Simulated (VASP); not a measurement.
# TaC35 (a cell with a defect) in VASP: electric field gradients with PBE

Aim: the electric field gradients of TaC35 (a cell with a defect) with PBE.

All numbers are computed with VASP 6.6.1; they aren't measurements. Logs are shortened: lines on timing, memory, paths and dates and some standing lists are left out, and cuts for length are marked.

## (1) The cell of the first run

The cell holds a defect, 36 atoms: a = 7.410 Å, b = 7.410 Å, c = 6.790 Å, α = 90.00°, β = 90.00°, γ = 120.00°.

## (2) Electric field gradients, PBE

File INCAR:

```
ALGO     = Normal         # electronic algorithm
EDIFF    = 1E-8           # SCF threshold, eV
ENCUT    = 520            # plane-wave cutoff, eV
GGA      = PE             # functional
ISIF     = 2              # what is computed and relaxed
ISMEAR   = -1             # smearing method
LASPH    = T              # aspherical terms in the spheres
LCHARG   = F              # write CHGCAR
LEFG     = T            
LREAL    = Auto         
LWAVE    = F              # write WAVECAR
NBANDS   = 100            # bands
NELECT   = 150.0        
NELM     = 60             # most SCF steps
PREC     = Accurate       # precision mode
SIGMA    = 0.01           # smearing width, eV
```

File KPOINTS:

```
k-points
0
Gamma
  3 3 3
```

File POSCAR:

```
TaC35
1.0
    7.4100000000      0.0000000000      0.0000000000
   -3.7050000000      6.4172482419      0.0000000000
    0.0000000000      0.0000000000      6.7900000000
Ta C
1 35
Direct
    0.0000000000      0.0000000000      0.0000000000
    0.0000000000      0.3333333333      0.0000000000
    0.0000000000      0.6666666667      0.0000000000
    0.3333333333      0.0000000000      0.0000000000
    0.3333333333      0.3333333333      0.0000000000
    0.3333333333      0.6666666667      0.0000000000
    0.6666666667      0.0000000000      0.0000000000
    0.6666666667      0.3333333333      0.0000000000
    0.6666666667      0.6666666667      0.0000000000
    0.0000000000      0.0000000000      0.5000000000
    0.0000000000      0.3333333333      0.5000000000
    0.0000000000      0.6666666667      0.5000000000
    0.3333333333      0.0000000000      0.5000000000
    0.3333333333      0.3333333333      0.5000000000
    0.3333333333      0.6666666667      0.5000000000
    0.6666666667      0.0000000000      0.5000000000
    0.6666666667      0.3333333333      0.5000000000
    0.6666666667      0.6666666667      0.5000000000
    0.1111111111      0.2222222222      0.0050000000
    0.1111111111      0.5555555556      0.0050000000
    0.1111111111      0.8888888889      0.0050000000
    0.4444444444      0.2222222222      0.0050000000
    0.4444444444      0.5555555556      0.0050000000
    0.4444444444      0.8888888889      0.0050000000
    0.7777777778      0.2222222222      0.0050000000
    0.7777777778      0.5555555556      0.0050000000
    0.7777777778      0.8888888889      0.0050000000
    0.2222222222      0.1111111111      0.5050000000
    0.2222222222      0.4444444444      0.5050000000
    0.2222222222      0.7777777778      0.5050000000
    0.5555555556      0.1111111111      0.5050000000
    0.5555555556      0.4444444444      0.5050000000
    0.5555555556      0.7777777778      0.5050000000
    0.8888888889      0.1111111111      0.5050000000
    0.8888888889      0.4444444444      0.5050000000
    0.8888888889      0.7777777778      0.5050000000
```

Potentials or basis: VASP PAW PBE potentials, release 64 (Ta_pv, C).

The run is started by

```
cat potpaw_PBE.64/Ta_pv/POTCAR potpaw_PBE.64/C/POTCAR > POTCAR
mpirun -np 1 vasp_std > vasp.out
```

OUTCAR:

```text
EDIFF = 1E-8
   ENCUT = 520
   GGA = PE
   ISIF = 2
   ISMEAR = -1
   LASPH = T
   LREAL = Auto
   NELECT = 150.0
   NELM = 60
   PREC = Accurate

 ion  position               nearest neighbor table
   1  0.000  0.000  0.000-  19 1.43  21 1.43  27 1.43   9 2.47   2 2.47   3 2.47   5 2.47   4 2.47
                             7 2.47
   2  0.000  0.333  0.000-  19 1.43  25 1.43  20 1.43   1 2.47
   3  0.000  0.667  0.000-  21 1.43  20 1.43  26 1.43   1 2.47
   4  0.333  0.000  0.000-  22 1.43  21 1.43  24 1.43   1 2.47
   5  0.333  0.333  0.000-  19 1.43  22 1.43  23 1.43   1 2.47
   6  0.333  0.667  0.000-  24 1.43  20 1.43  23 1.43
   7  0.667  0.000  0.000-  25 1.43  27 1.43  24 1.43   1 2.47
   8  0.667  0.333  0.000-  25 1.43  26 1.43  22 1.43
   9  0.667  0.667  0.000-  27 1.43  26 1.43  23 1.43   1 2.47
  10  0.000  0.000  0.500-  36 1.43  34 1.43  28 1.43
  11  0.000  0.333  0.500-  34 1.43  29 1.43  35 1.43
  12  0.000  0.667  0.500-  36 1.43  30 1.43  35 1.43
  13  0.333  0.000  0.500-  30 1.43  28 1.43  31 1.43
  14  0.333  0.333  0.500-  28 1.43  29 1.43  32 1.43
  15  0.333  0.667  0.500-  30 1.43  29 1.43  33 1.43
[... 19 lines left out ...]
  35  0.889  0.444  0.505-  17 1.43  11 1.43  12 1.43
  36  0.889  0.778  0.505-  10 1.43  12 1.43  18 1.43

  LATTYP: Found a hexagonal cell.
 ALAT       =     7.4100000000
 C/A-ratio  =     0.9163292848

  Lattice vectors:

 A1 = (   7.4100000000,   0.0000000000,   0.0000000000)
 A2 = (  -3.7050000000,   6.4172482419,   0.0000000000)
 A3 = (   0.0000000000,   0.0000000000,   6.7900000000)

Analysis of symmetry for initial positions (statically):
=====================================================================
 Subroutine PRICEL returns:
 Original cell was already a primitive cell.

 Routine SETGRP: Setting up the symmetry group for a
 hexagonal supercell.

 Subroutine GETGRP returns: Found  6 space group operations
 (whereof  6 operations were pure point group operations)
 out of a pool of 24 trial point group operations.

The static configuration has the point symmetry C_3v.

Analysis of symmetry for dynamics (positions and initial velocities):
=====================================================================
 Subroutine PRICEL returns:
 Original cell was already a primitive cell.

 Routine SETGRP: Setting up the symmetry group for a
 hexagonal supercell.

 Subroutine GETGRP returns: Found  6 space group operations
 (whereof  6 operations were pure point group operations)
 out of a pool of 24 trial point group operations.

The dynamic configuration has the point symmetry C_3v.

 Subroutine INISYM returns: Found  6 space group operations
 (whereof  6 operations are pure point group operations),
 and found     1 'primitive' translations

----------------------------------------------------------------------------------------

                                     Primitive cell

  volume of cell :     322.8768

  direct lattice vectors                    reciprocal lattice vectors
     7.410000000  0.000000000  0.000000000     0.134952767  0.077915016  0.000000000
    -3.705000000  6.417248242  0.000000000     0.000000000  0.155830032  0.000000000
     0.000000000  0.000000000  6.790000000     0.000000000  0.000000000  0.147275405

  length of vectors
     7.410000000  7.410000000  6.790000000     0.155830032  0.155830032  0.147275405

  position of ions in fractional coordinates (direct lattice)
     0.000000000  0.000000000  0.000000000
     0.000000000  0.333333333  0.000000000
     0.000000000  0.666666667  0.000000000
     0.333333333  0.000000000  0.000000000
     0.333333333  0.333333333  0.000000000
     0.333333333  0.666666667  0.000000000
[... 28 lines left out ...]
     0.888888889  0.444444444  0.505000000
     0.888888889  0.777777778  0.505000000

  ion indices of the primitive-cell ions
   primitive index   ion index
                 1           1
                 2           2
[... 87 lines left out ...]
   NELM   =     60;   NELMIN=  2; NELMDL= -5     # of ELM steps
   EDIFF  = 0.1E-07   stopping-criterion for ELM
   LREAL  =      T    real-space projection
   EDIFFG = 0.1E-06   stopping-criterion for IOM
   NSW    =      0    number of steps for IOM
   IBRION =     -1    ionic relax: 0-MD 1-quasi-New 2-CG
   NFREE  =      0    steps in history (QN), initial steepest desc. (CG)
   ISIF   =      2    stress and relaxation
   ISYM   =      2    0-nonsym 1-usesym 2-fastsym
   POTIM  = 0.5000    time-step for ionic-motion
   TEBEG  =    0.0;   TEEND  =   0.0 temperature during run
   PSTRESS=    0.0 pullay stress
   NELECT =     150.0000    total number of electrons
   NUPDOWN=      -1.0000    fix difference up-down
   EMIN   =  10.00;   EMAX   =-10.00  energy-range for DOS
   EFERMI =   0.00;   METHOD = LEGACY
   ISMEAR =    -1;   SIGMA  =   0.01  broadening in eV -4-tet -1-fermi 0-gaus
   EFERMI_NEDOS =   21; number of points for ismear=-14 and -15
   IALGO  =     38    algorithm
   IMIX   =      4    mixing-type and parameters
     AMIX     =   0.40;   BMIX     =  1.00
     AMIX_MAG =   1.60;   BMIX_MAG =  1.00
  volume/ion in A,a.u.               =       8.97        60.52
  Fermi-wavevector in a.u.,A,eV,Ry     =   1.267923  2.396028 21.873127  1.607629
  Thomas-Fermi vector in A             =   2.401045
   LORBIT       =      0    0 simple, 1 ext, 2 COOP (PROOUT), +10 PAW based schemes
   GGA     = PE    functional components
   LHFCALC =     F    Hartree Fock is set to
   AEXX    =    0.0000 exact exchange contribution
   IVDW    =     0    specifies the selected vdW correction
   LEPSILON=     F    determine dielectric tensor
   LRPA    =     F    only Hartree local field effects (RPA)
 non-spin polarized calculation
  energy-cutoff  :      520.00
  volume of cell :      322.88
 maximum number of plane-waves:      8719
 NGX is ok and might be reduce to    56
   NGX = 27   NGY = 27   NGZ = 25

 number of electron     149.9999998 magnetization

 Free energy of the ion-electron system (eV)
  ---------------------------------------------------
  ext. energy  EPLUGINS =         0.00000000
  ---------------------------------------------------
  free energy    TOTEN  =      -302.59639700 eV

  energy without entropy =     -302.59468292  energy(sigma->0) =     -302.59553996

 E-fermi :   4.6761     XC(G=0): -10.3452

 val. band max:        4.6760704404   @ k =   0.0000   0.0000   0.0000
 cond. band min:       4.6901718925   @ k =   0.0000   0.0000   0.0000
 fundamental gap:      0.0141014521
 Fermi energy:         4.6761438187

 k-point     1 :       0.0000    0.0000    0.0000
  band No.  band energies     occupation
      1     -30.4008      2.00000
      2     -30.4008      2.00000
      3     -27.6267      2.00000
      4     -14.7570      2.00000
      5     -14.3649      2.00000
      6     -12.2629      2.00000
[... 619 lines left out ...]
     86       8.7100      0.00000
     87       8.7302      0.00000
 [bands above 87 left out]

------------------------ aborting loop because EDIFF is reached ----------------------------------------

  FORCE on cell =-STRESS in cart. coord.  units (eV):
  Direction    XX          YY          ZZ          XY          YZ          ZX
  --------------------------------------------------------------------------------------
  -------------------------------------------------------------------------------------
  Total      107.3966985    107.3966985     -6.5684487      0.0000000      0.0000000      0.0000000
  in kB      532.9232787    532.9232787    -32.5939182      0.0000000      0.0000000      0.0000000
  external PRESSURE =     344.4175464 kB  Pullay stress =       0.0000000 kB

 VOLUME and BASIS-vectors are now :
 -----------------------------------------------------------------------------
  energy-cutoff  :      520.00
  volume of cell :      322.88
      direct lattice vectors                 reciprocal lattice vectors
     7.410000000  0.000000000  0.000000000     0.134952767  0.077915016  0.000000000
    -3.705000000  6.417248242  0.000000000     0.000000000  0.155830032  0.000000000
     0.000000000  0.000000000  6.790000000     0.000000000  0.000000000  0.147275405

 POSITION                                       TOTAL-FORCE (eV/Angst)
 -----------------------------------------------------------------------------------
      0.00000      0.00000      0.00000        -0.000000     -0.000000     -4.780045
     -1.23500      2.13908      0.00000        -1.099715      1.740311      0.578316
     -2.47000      4.27817      0.00000         0.957296     -1.822537      0.578316
      2.47000      0.00000      0.00000         2.057011      0.082225      0.578316
      1.23500      2.13908      0.00000         1.099715      1.740311      0.578316
     -0.00000      4.27817      0.00000        -0.000000     -0.000000      0.595178
[... 28 lines left out ...]
      4.94000      2.85211      3.42895        -0.091842     -0.053025     -0.564172
      3.70500      4.99119      3.42895        -0.000000     -0.379393     -0.529047
 -----------------------------------------------------------------------------------
    total drift:                               -0.000000      0.000000      0.034759

  FREE ENERGIE OF THE ION-ELECTRON SYSTEM (eV)
  ---------------------------------------------------
  free  energy   TOTEN  =      -302.5963970028 eV

  energy  without entropy=     -302.5946829220  energy(sigma->0) =     -302.59553996

 Electric field gradients (V/A^2)
---------------------------------------------------------------------
 ion       V_xx      V_yy      V_zz      V_xy      V_xz      V_yz
---------------------------------------------------------------------
   1      56.247    56.247  -112.494     0.000    -0.000     0.000
   2     -27.532   -21.806    49.338     1.234    -2.016     2.370
   3     -22.168   -27.170    49.338    -1.863     1.045    -2.930
   4     -24.306   -25.032    49.338    -3.097     3.060     0.561
   5     -27.531   -21.806    49.337    -1.235     2.016     2.370
   6     -23.671   -23.671    47.342    -0.000     0.000    -0.000
[... 28 lines left out ...]
  35     -17.235   -16.781    34.017    -0.394    -0.010    -0.006
  36     -17.822   -15.679    33.501    -0.000    -0.000     0.131
---------------------------------------------------------------------

 Electric field gradients after diagonalization (V/A^2)
 (convention: |V_zz| > |V_xx| > |V_yy|)
----------------------------------------------------------------------
 ion       V_xx      V_yy      V_zz     asymmetry (V_yy - V_xx)/ V_zz
----------------------------------------------------------------------
   1      56.247    56.246  -112.494       0.000
   2     -27.865   -21.602    49.467       0.127
   3     -27.866   -21.601    49.467       0.127
   4     -27.866   -21.601    49.467       0.127
   5     -27.865   -21.602    49.467       0.127
   6     -23.671   -23.671    47.342       0.000
[... 28 lines left out ...]
  35     -17.463   -16.554    34.017       0.027
  36     -17.822   -15.680    33.501       0.064
----------------------------------------------------------------------

           NMR quadrupolar parameters

 Cq : quadrupolar parameter    Cq=e*Q*V_zz/h
 eta: asymmetry parameters     (V_yy - V_xx)/ V_zz
 Q  : nuclear electric quadrupole moment in mb (millibarn)
----------------------------------------------------------------------
 ion       Cq(MHz)       eta       Q (mb)
----------------------------------------------------------------------
   1      -0.272       0.000       1.000
   2       0.120       0.127       1.000
   3       0.120       0.127       1.000
   4       0.120       0.127       1.000
   5       0.120       0.127       1.000
   6       0.114       0.000       1.000
[... 28 lines left out ...]
  35       0.082       0.027       1.000
  36       0.081       0.064       1.000
----------------------------------------------------------------------
```

Wall time 9 min (1 thread of Intel Xeon Platinum 8375C at 2.90GHz (Ice Lake), shared host); peak memory 0.45 GiB.

What came out:

```yaml
Free_energy: -302.5964 eV
Largest_force: 44.484 eV/Å
Largest_electric_field_gradient_by_atom: Ta -112.5; C +49.5, +47.3, +37.6, +32.4, +31.8, +29.4, +30.9, -17.1, +28.5, +17.1, +33.5, +34.8, +34.0 (each value once) V/Å²
```

Forces on the atoms (eV/Å):
```
Ta    0.000   0.000  -4.780
C    -1.100   1.740   0.578
C     0.957  -1.823   0.578
C     2.057   0.082   0.578
C     1.100   1.740   0.578
C     0.000   0.000   0.595
C    -2.057   0.082   0.578
C     0.000   0.000   0.526
C    -0.957  -1.823   0.578
C     0.000   0.000   0.546
C    -0.025   0.034   0.569
C     0.017  -0.039   0.569
C     0.042   0.004   0.569
C     0.025   0.034   0.569
C     0.000   0.000   0.568
C    -0.042   0.004   0.569
C     0.000   0.000   0.564
C    -0.017  -0.039   0.569
C     0.000  44.464   1.351
C    -0.545  -0.315  -0.763
C    38.507 -22.232   1.351
C     0.595   0.344  -0.553
C     0.545  -0.315  -0.763
C     0.000   0.630  -0.763
C    -0.595   0.344  -0.553
C     0.000  -0.687  -0.553
C   -38.507 -22.232   1.351
C     0.329   0.190  -0.529
C     0.000   0.051  -0.577
C     0.044  -0.025  -0.577
C     0.000   0.106  -0.564
C     0.092  -0.053  -0.564
C    -0.044  -0.025  -0.577
C    -0.329   0.190  -0.529
C    -0.092  -0.053  -0.564
C     0.000  -0.379  -0.529
```

Levels at points of the mesh, in eV from the Fermi level:
```csv
k point,band 73,band 74,band 75,band 76,band 77,band 78
"(0.00, 0.00, 0.00)",-1.21,-0.57,0.00,0.01,0.01,0.67
```

Electric field gradients, principal values (V/Å²):
```tsv
atom	least	middle	greatest (by size)
1 Ta	56.246	56.247	-112.494
2 C	-21.602	-27.865	49.467
3 C	-21.601	-27.866	49.467
4 C	-21.601	-27.866	49.467
5 C	-21.602	-27.865	49.467
6 C	-23.671	-23.671	47.342
7 C	-21.602	-27.865	49.467
8 C	-18.808	-18.808	37.615
9 C	-21.602	-27.865	49.467
10 C	-16.175	-16.178	32.352
11 C	-15.340	-16.436	31.776
12 C	-15.339	-16.437	31.776
13 C	-15.339	-16.437	31.776
14 C	-15.339	-16.436	31.775
15 C	-14.717	-14.717	29.434
16 C	-15.340	-16.436	31.776
17 C	-15.447	-15.447	30.894
18 C	-15.339	-16.436	31.775
19 C	4.039	13.020	-17.059
20 C	-13.777	-14.763	28.540
21 C	4.038	13.021	-17.058
22 C	-6.401	-10.715	17.116
23 C	-13.776	-14.764	28.540
24 C	-13.777	-14.763	28.540
25 C	-6.403	-10.714	17.117
26 C	-6.401	-10.715	17.116
27 C	4.039	13.020	-17.059
28 C	-15.680	-17.822	33.501
29 C	-17.137	-17.639	34.776
30 C	-17.139	-17.637	34.776
31 C	-16.554	-17.463	34.017
32 C	-16.555	-17.462	34.017
33 C	-17.137	-17.639	34.776
34 C	-15.679	-17.821	33.501
35 C	-16.554	-17.463	34.017
36 C	-15.680	-17.822	33.501
```

Caveat: the cell carries a net charge on a neutralising background, which shifts energy and pressure; the cell is charged against a uniform background, so pressure and absolute levels hang on convention; atoms lie so close that the PAW spheres overlap strongly, which falsifies energies and pressures; without QUAD_EFG the Cq values of the log hold for a quadrupole moment of 1 mb, not for the nuclei; spin-orbit coupling is left out, which moves the levels of the heavy elements.
